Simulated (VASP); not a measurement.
Write the native input for VASP 6.6.1 that does the following.

```yaml
Task: relaxation of cell and atoms
Functional: PBE
Potentials_or_basis: VASP PAW PBE potentials, release 64 (Sn_d, O)
Cutoff: 600 eV
k_mesh: 6 × 6 × 8
Occupations: gaussian, width 0.02 eV
Spin: no spin polarisation
Dipole_correction: no
Further_INCAR_settings: ALGO = Normal; EDIFF = 1e-07; IBRION = 2; EDIFFG = -0.01; NSW = 100; ISIF = 3
```

The structure of SnO2 lies in POSCAR:

```
SnO2
1.0
    4.8234121134      0.0000000000      0.0000000000
    0.0000000000      4.8234121134      0.0000000000
    0.0000000000      0.0000000000      3.2406037267
Sn O
2 4
Direct
    0.5000000000      0.5000000000      0.5000000000
    0.0000000000      0.0000000000      0.0000000000
    0.1936276785      0.8063723215      0.5000000000
    0.8063723215      0.1936276785      0.5000000000
    0.3063723215      0.3063723215      0.0000000000
    0.6936276785      0.6936276785      0.0000000000
```

The input as run:

INCAR

```
ALGO = Normal
EDIFF = 1E-7
EDIFFG = -0.01
ENCUT = 600
GGA = PE
IBRION = 2
ISIF = 3
ISMEAR = 0
LASPH = T
LCHARG = F
LREAL = F
LWAVE = F
NELM = 100
NSW = 100
PREC = Accurate
SIGMA = 0.02
```

KPOINTS

```
k-points
0
Gamma
  6 6 8
```

Potentials or basis: VASP PAW PBE potentials, release 64 (Sn_d, O).

Command:

```bash
$ cat potpaw_PBE.64/Sn_d/POTCAR potpaw_PBE.64/O/POTCAR > POTCAR
$ mpirun -np 1 vasp_std > vasp.out
```

Results of the run:

* Relaxed volume: 12.60 Å³/atom
* Relaxed cell: a = 4.829 Å, b = 4.829 Å, c = 3.242 Å, α = 90.00°, β = 90.00°, γ = 90.00°
* Space group after relaxing (to 0.1 Å): P4_2/mnm (No. 136)
* Energy gained by relaxing: 0.1 meV/atom
* Ionic steps: 5
* Pressure after relaxing: 0.0 GPa
* Band gap on the k mesh: 0.64 eV

Caveat: spin-orbit coupling is left out, which moves the levels of the heavy elements.

Run time: 13 min on 1 thread of Oxide Virtual Turin-like Processor, with other jobs on the host, peak memory 0.25 GiB.
